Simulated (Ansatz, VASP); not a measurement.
**SrO in VASP and in Ansatz**

```
Sr O
1.0
    -0.02855    2.55134    2.55134
     2.55134   -0.02855    2.55134
     2.55134    2.55134   -0.02855
Sr O
1 1
Direct
  0.00000 0.00000 0.00000
  0.50000 0.50000 0.50000
```

Change from the starting cell: shear_111 strain -1.7%.

Alike in both runs: task single point; functional HSE06; k mesh 6 × 6 × 6; no spin polarisation.

```csv
,VASP,Ansatz
version,VASP 6.6.1,Ansatz 0.2.0
potentials or method,"VASP PAW PBE potentials, release 64 (Sr_sv, O)","plane waves, PAW"
plane-wave cutoff (eV),520,420
occupations,"gaussian, width 0.01 eV",fixed
valence electrons in the cell,16,16
```

```csv
,VASP,Ansatz,Ansatz less VASP
gap on the k mesh at the Fermi level (eV),4.71,4.77,+0.053
pressure (GPa),1.8,1.2,-0.57
"traceless stress, the component that is largest in VASP (GPa)",0.62,0.62,-0.002
```

Ansatz's warnings: stress exchange threshold loose, stress scf threshold loose.
